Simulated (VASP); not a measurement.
# SnW3 (I4/mmm) in VASP: single point with PBE

Aim: the single point of SnW3 with PBE.

Program: VASP 6.6.1. These are calculated values, not measurements. Logs are shortened: lines on timing, memory, paths and dates and some standing lists are left out, and cuts for length are marked.

## Step 1: The cell of the first run

The structure is tetragonal, space group I4/mmm (No. 139). Conventional cell: a = 4.057 Å, b = 4.057 Å, c = 8.336 Å, α = 90.00°, β = 90.00°, γ = 90.00°. Within 3.8 Å of Sn (site symmetry 4/mmm) lie 12 W at 2.87 to 2.91 Å. W (site symmetry 4/mmm) has 4 Sn at 2.87 Å and 8 W at 2.91 Å within 3.8 Å. W (site symmetry -4m2) has 8 W at 2.87 to 2.91 Å and 4 Sn at 2.91 Å within 3.8 Å.

## Step 2: Single point, PBE

INCAR reads:

```
SYSTEM = SnW3
ALGO = Fast
EDIFF = 1E-7
ENCUT = 520
GGA = PE
ISIF = 2
ISMEAR = 0
LASPH = .TRUE.
LCHARG = .FALSE.
LREAL = .FALSE.
LWAVE = .FALSE.
NBANDS = 36
NELM = 100
PREC = Accurate
SIGMA = 0.1
```

KPOINTS reads:

```
k-points
0
G
  16 16 16
  0 0 0
```

POSCAR reads:

```
SnW3
1.0
   -2.0285201357      2.0285201357      4.1682282571
    2.0285201357     -2.0285201357      4.1682282571
    2.0285201357      2.0285201357     -4.1682282571
Sn W
1 3
Direct
    0.0000000000      0.0000000000      0.0000000000
    0.5000000000      0.5000000000      0.0000000000
    0.2500000000      0.7500000000      0.5000000000
    0.7500000000      0.2500000000      0.5000000000
```

Potentials or basis: VASP PAW PBE potentials, release 64 (Sn_d, W_sv).

Started as:

```
$ cat potpaw_PBE.64/Sn_d/POTCAR potpaw_PBE.64/W_sv/POTCAR > POTCAR
$ mpirun -np 1 vasp_std > vasp.out
```

OUTCAR:

```text
SYSTEM = SnW3
   EDIFF = 1E-7
   ENCUT = 520
   GGA = PE
   ISIF = 2
   ISMEAR = 0
   LASPH = .TRUE.
   LREAL = .FALSE.
   NELM = 100
   PREC = Accurate

 ion  position               nearest neighbor table
   1  0.000  0.000  0.000-   2 2.87   2 2.87   2 2.87   2 2.87   4 2.91   3 2.91   4 2.91   3 2.91
                             4 2.91   4 2.91   3 2.91   3 2.91
   2  0.500  0.500  0.000-   1 2.87   1 2.87   1 2.87   1 2.87   4 2.91   3 2.91   4 2.91   4 2.91
                             3 2.91   3 2.91   4 2.91   3 2.91
   3  0.250  0.750  0.500-   4 2.87   4 2.87   4 2.87   4 2.87   2 2.91   1 2.91   2 2.91   2 2.91
                             1 2.91   1 2.91   2 2.91   1 2.91
   4  0.750  0.250  0.500-   3 2.87   3 2.87   3 2.87   3 2.87   2 2.91   1 2.91   2 2.91   1 2.91
                             2 2.91   2 2.91   1 2.91   1 2.91

  LATTYP: Found a body centered tetragonal cell.
 ALAT       =     4.0570402714
 C/A-ratio  =     2.0548123648

  Lattice vectors:

 A1 = (  -2.0285201357,   2.0285201357,   4.1682282571)
 A2 = (   2.0285201357,  -2.0285201357,   4.1682282571)
 A3 = (   2.0285201357,   2.0285201357,  -4.1682282571)

Analysis of symmetry for initial positions (statically):
=====================================================================
 Subroutine PRICEL returns:
 Original cell was already a primitive cell.

 Routine SETGRP: Setting up the symmetry group for a
 body centered tetragonal supercell.

 Subroutine GETGRP returns: Found 16 space group operations
 (whereof 16 operations were pure point group operations)
 out of a pool of 16 trial point group operations.

The static configuration has the point symmetry D_4h.

Analysis of symmetry for dynamics (positions and initial velocities):
=====================================================================
 Subroutine PRICEL returns:
 Original cell was already a primitive cell.

 Routine SETGRP: Setting up the symmetry group for a
 body centered tetragonal supercell.

 Subroutine GETGRP returns: Found 16 space group operations
 (whereof 16 operations were pure point group operations)
 out of a pool of 16 trial point group operations.

The dynamic configuration has the point symmetry D_4h.

 Subroutine INISYM returns: Found 16 space group operations
 (whereof 16 operations are pure point group operations),
 and found     1 'primitive' translations

----------------------------------------------------------------------------------------

                                     Primitive cell

  volume of cell :      68.6073

  direct lattice vectors                    reciprocal lattice vectors
    -2.028520136  2.028520136  4.168228257     0.000000000  0.246485106  0.119955043
     2.028520136 -2.028520136  4.168228257     0.246485106  0.000000000  0.119955043
     2.028520136  2.028520136 -4.168228257     0.246485106  0.246485106  0.000000000

  length of vectors
     5.060031095  5.060031095  5.060031095     0.274124278  0.274124278  0.348582579

  position of ions in fractional coordinates (direct lattice)
     0.000000000  0.000000000  0.000000000
     0.500000000  0.500000000  0.000000000
     0.250000000  0.750000000  0.500000000
     0.750000000  0.250000000  0.500000000

  ion indices of the primitive-cell ions
   primitive index   ion index
                 1           1
                 2           2
                 3           3
                 4           4

----------------------------------------------------------------------------------------

 KPOINTS: k-points

Automatic generation of k-mesh.
 Grid dimensions read from file:
 generate k-points for:   16   16   16

 Generating k-lattice:

  Cartesian coordinates                     Fractional coordinates (reciprocal lattice)
     0.000000000  0.015405319  0.007497190     0.062500000 -0.000000000  0.000000000
     0.015405319  0.000000000  0.007497190    -0.000000000  0.062500000  0.000000000
     0.015405319  0.015405319  0.000000000     0.000000000  0.000000000  0.062500000

  Length of vectors
     0.017132767  0.017132767  0.021786411

  Shift w.r.t. Gamma in fractional coordinates (k-lattice)
     0.000000000  0.000000000  0.000000000

 Subroutine IBZKPT returns following result:
 ===========================================

 Found    349 irreducible k-points:

 Following reciprocal coordinates:
            Coordinates               Weight
  0.000000  0.000000  0.000000      1.000000
  0.062500 -0.000000  0.000000      8.000000
  0.125000 -0.000000  0.000000      8.000000
  0.187500 -0.000000  0.000000      8.000000
  0.250000 -0.000000  0.000000      8.000000
  0.312500 -0.000000  0.000000      8.000000
[... 16 lines left out ...]
 -0.125000  0.062500 -0.000000     16.000000
 -0.062500  0.062500  0.000000      4.000000
 [... further k-points ...]
   k-points           NKPTS =    349   k-points in BZ     NKDIM =    349   number of bands    NBANDS=     36
   number of dos      NEDOS =    301   number of ions     NIONS =      4
   total plane-waves  NPLWV =  64000
   dimension x,y,z NGX =    40 NGY =   40 NGZ =   40
   dimension x,y,z NGXF=    80 NGYF=   80 NGZF=   80
   ions per type =               1   3
   NGX,Y,Z   is equivalent  to a cutoff of  13.14, 13.14, 13.14 a.u.
   NGXF,Y,Z  is equivalent  to a cutoff of  26.28, 26.28, 26.28 a.u.
 SYSTEM =  SnW3
   PREC   = accura    normal or accurate (medium, high low for compatibility)
   ISTART =      0    job   : 0-new  1-cont  2-samecut
   ICHARG =      2    charge: 1-file 2-atom 10-const
   ISPIN  =      1    spin polarized calculation?
   LNONCOLLINEAR =      F non collinear calculations
   LSORBIT =      F    spin-orbit coupling
   LASPH  =      T    aspherical Exc in radial PAW
   ENCUT  =  520.0 eV  38.22 Ry    6.18 a.u.   9.41  9.41  9.41*2*pi/ulx,y,z
   NELM   =    100;   NELMIN=  2; NELMDL= -5     # of ELM steps
   EDIFF  = 0.1E-06   stopping-criterion for ELM
   LREAL  =      F    real-space projection
   EDIFFG = 0.1E-05   stopping-criterion for IOM
   NSW    =      0    number of steps for IOM
   IBRION =     -1    ionic relax: 0-MD 1-quasi-New 2-CG
   NFREE  =      0    steps in history (QN), initial steepest desc. (CG)
   ISIF   =      2    stress and relaxation
   ISYM   =      2    0-nonsym 1-usesym 2-fastsym
   POTIM  = 0.5000    time-step for ionic-motion
   TEBEG  =    0.0;   TEEND  =   0.0 temperature during run
   PSTRESS=    0.0 pullay stress
   NELECT =      56.0000    total number of electrons
   NUPDOWN=      -1.0000    fix difference up-down
   EMIN   =  10.00;   EMAX   =-10.00  energy-range for DOS
   EFERMI =   0.00;   METHOD = LEGACY
   ISMEAR =     0;   SIGMA  =   0.10  broadening in eV -4-tet -1-fermi 0-gaus
   EFERMI_NEDOS =   21; number of points for ismear=-14 and -15
   IALGO  =     68    algorithm
   IMIX   =      4    mixing-type and parameters
     AMIX     =   0.40;   BMIX     =  1.00
     AMIX_MAG =   1.60;   BMIX_MAG =  1.00
  volume/ion in A,a.u.               =      17.15       115.75
  Fermi-wavevector in a.u.,A,eV,Ry     =   1.529963  2.891210 31.848318  2.340785
  Thomas-Fermi vector in A             =   2.637511
   LORBIT       =      0    0 simple, 1 ext, 2 COOP (PROOUT), +10 PAW based schemes
   GGA     = PE    functional components
   LHFCALC =     F    Hartree Fock is set to
   AEXX    =    0.0000 exact exchange contribution
   IVDW    =     0    specifies the selected vdW correction
   LEPSILON=     F    determine dielectric tensor
   LRPA    =     F    only Hartree local field effects (RPA)
 non-spin polarized calculation
 RMM-DIIS sequential band-by-band and
 Gauss-broadening in eV      SIGMA  =   0.10
  energy-cutoff  :      520.00
  volume of cell :       68.61
 maximum number of plane-waves:      1871
 NGX is ok and might be reduce to    40
   NGX = 19   NGY = 19   NGZ = 19

 number of electron      55.9999996 magnetization

 Free energy of the ion-electron system (eV)
  ---------------------------------------------------
  ext. energy  EPLUGINS =         0.00000000
  ---------------------------------------------------
  free energy    TOTEN  =       -40.53523686 eV

  energy without entropy =      -40.51924381  energy(sigma->0) =      -40.52724034

 E-fermi :  11.4863     XC(G=0): -13.0623

 val. band max:       11.4835900191   @ k =  -0.2500  -0.2500   0.2500
 cond. band min:      11.4887370428   @ k =  -0.3125   0.4375   0.3125
 fundamental gap:      0.0051470237
 Fermi energy:        11.4862754577

 k-point     1 :       0.0000    0.0000    0.0000
  band No.  band energies     occupation
      1     -62.6688      2.00000
      2     -62.5842      2.00000
      3     -62.5711      2.00000
      4     -27.1667      2.00000
      5     -27.0819      2.00000
      6     -27.0819      2.00000
[... 28 lines left out ...]
     35      16.2997      0.00000
     36      16.3040      0.00000

 k-point     2 :       0.0625   -0.0000    0.0000
  band No.  band energies     occupation
      1     -62.6678      2.00000
      2     -62.5849      2.00000
      3     -62.5714      2.00000
      4     -27.1675      2.00000
      5     -27.0787      2.00000
      6     -27.0749      2.00000
[... 28 lines left out ...]
     35      16.4123      0.00000
     36      16.5595      0.00000

 k-point     3 :       0.1250   -0.0000    0.0000
  band No.  band energies     occupation
      1     -62.6650      2.00000
      2     -62.5867      2.00000
      3     -62.5723      2.00000
      4     -27.1667      2.00000
      5     -27.0694      2.00000
      6     -27.0587      2.00000
[... 28 lines left out ...]
     35      16.0955      0.00000
     36      16.9632      0.00000
[... 742 lines left out ...]
 k-point    23 :      -0.1250    0.0625   -0.0000
  band No.  band energies     occupation
      1     -62.6647      2.00000
      2     -62.5873      2.00000
      3     -62.5720      2.00000
      4     -27.1752      2.00000
      5     -27.0655      2.00000
      6     -27.0372      2.00000
[... 28 lines left out ...]
     35      15.9416      0.00000
     36      16.6361      0.00000

 k-point    24 :      -0.0625    0.0625    0.0000
  band No.  band energies     occupation
      1     -62.6672      2.00000
      2     -62.5855      2.00000
      3     -62.5714      2.00000
      4     -27.1717      2.00000
      5     -27.0753      2.00000
      6     -27.0613      2.00000
[... 28 lines left out ...]
     35      16.4171      0.00000
     36      16.7071      0.00000

 [... further k-points ...]

------------------------ aborting loop because EDIFF is reached ----------------------------------------

  FORCE on cell =-STRESS in cart. coord.  units (eV):
  Direction    XX          YY          ZZ          XY          YZ          ZX
  --------------------------------------------------------------------------------------
  -------------------------------------------------------------------------------------
  Total        0.1094106      0.1094106      0.0904879      0.0000000      0.0000000      0.0000000
  in kB        2.5550520      2.5550520      2.1131530      0.0000000      0.0000000      0.0000000
  external PRESSURE =       2.4077524 kB  Pullay stress =       0.0000000 kB

 VOLUME and BASIS-vectors are now :
 -----------------------------------------------------------------------------
  energy-cutoff  :      520.00
  volume of cell :       68.61
      direct lattice vectors                 reciprocal lattice vectors
    -2.028520136  2.028520136  4.168228257     0.000000000  0.246485106  0.119955043
     2.028520136 -2.028520136  4.168228257     0.246485106  0.000000000  0.119955043
     2.028520136  2.028520136 -4.168228257     0.246485106  0.246485106  0.000000000

 POSITION                                       TOTAL-FORCE (eV/Angst)
 -----------------------------------------------------------------------------------
      0.00000      0.00000      0.00000         0.000000      0.000000      0.000000
      0.00000      0.00000      4.16823         0.000000      0.000000      0.000000
      2.02852      0.00000      2.08411         0.000000     -0.000000     -0.000000
      0.00000      2.02852      2.08411        -0.000000     -0.000000      0.000000
 -----------------------------------------------------------------------------------
    total drift:                               -0.000000     -0.000000      0.000000

  FREE ENERGIE OF THE ION-ELECTRON SYSTEM (eV)
  ---------------------------------------------------
  free  energy   TOTEN  =       -40.5352368619 eV

  energy  without entropy=      -40.5192438124  energy(sigma->0) =      -40.52724034
```

It took 61 min on 1 thread of Intel Xeon 8259CL, shared host; peak memory 0.79 GiB.

What came out:

```yaml
Free_energy: -40.5352 eV
Pressure: 0.2 GPa
Band_gap_on_the_k_mesh: zero (bands 28 and 29 overlap by 0.86 eV)
```

Levels at points of the mesh, in eV from the Fermi level:
```tsv
k point	band 25	band 26	band 27	band 28	band 29	band 30	band 31	band 32
(0.00, 0.00, 0.00)	-1.64	-1.64	-0.46	0.33	0.49	0.49	1.89	1.89
(0.50, 0.00, 0.00)	-1.45	-1.29	-1.17	-0.76	0.10	0.28	0.68	0.70
(0.50, 0.50, 0.00)	-1.70	-1.20	-1.09	-0.62	-0.21	0.36	1.10	1.54
(0.50, 0.50, 0.50)	-1.36	-1.14	-1.14	-0.52	1.04	1.25	1.25	3.09
```

Caveat: spin-orbit coupling is left out, which moves the levels of the heavy elements.
